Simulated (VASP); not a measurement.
Here is a VASP 6.6.1 calculation.

INCAR

```
SYSTEM = BaZrO3
ALGO     = Normal         ! electronic algorithm
EDIFF    = 1E-7           ! SCF threshold, eV
ENCUT    = 520            ! plane-wave cutoff, eV
GGA      = PE             ! functional
GGA_COMPAT= .FALSE.      
ISIF     = 2              ! what is computed and relaxed
ISMEAR   = -1             ! smearing method
LASPH    = .TRUE.         ! aspherical terms in the spheres
LCHARG   = .FALSE.        ! write CHGCAR
LMAXMIX  = 4              ! l up to which the mixer works
LORBIT   = 11             ! projections on sites
LORBMOM  = .TRUE.       
LREAL    = .FALSE.        ! projectors in reciprocal space
LSORBIT  = .TRUE.         ! spin-orbit coupling
LWAVE    = .FALSE.        ! write WAVECAR
MAGMOM   = 0 0 0 0 0 0 0 0 0 0 0 0 0 0 0 ! initial moments
NBANDS   = 55             ! bands
NELM     = 150            ! most SCF steps
PREC     = Accurate       ! precision mode
SIGMA    = 0.05           ! smearing width, eV
```

Contents of KPOINTS:

```
k-points
0
G
  5 5 5
  0 0 0
```

Contents of POSCAR:

```
BaZrO3
1.0
    4.1913400000      0.0000000000      0.0000000000
    0.0000000000      4.1913400000      0.0000000000
    0.0000000000      0.0000000000      4.1913400000
Ba Zr O
1 1 3
Direct
    0.0000000000      0.0000000000      0.0000000000
    0.5000000000      0.5000000000      0.5000000000
    0.5000000000      0.5000000000      0.0000000000
    0.5000000000      0.0000000000      0.5000000000
    0.0000000000      0.5000000000      0.5000000000
```

Potentials or basis: VASP PAW PBE potentials, release 64 (Ba_sv, Zr_sv, O).

Command:

```bash
$ cat potpaw_PBE.64/Ba_sv/POTCAR potpaw_PBE.64/Zr_sv/POTCAR potpaw_PBE.64/O/POTCAR > POTCAR
$ mpirun -np 1 vasp_ncl > vasp.out
```

(1) What does it give for the net moment?

(2) What does it give for the pressure?

Results:

(1) 0.00 μB per cell.

(2) 5.1 GPa.

Caveat: the cell stands under pressure.
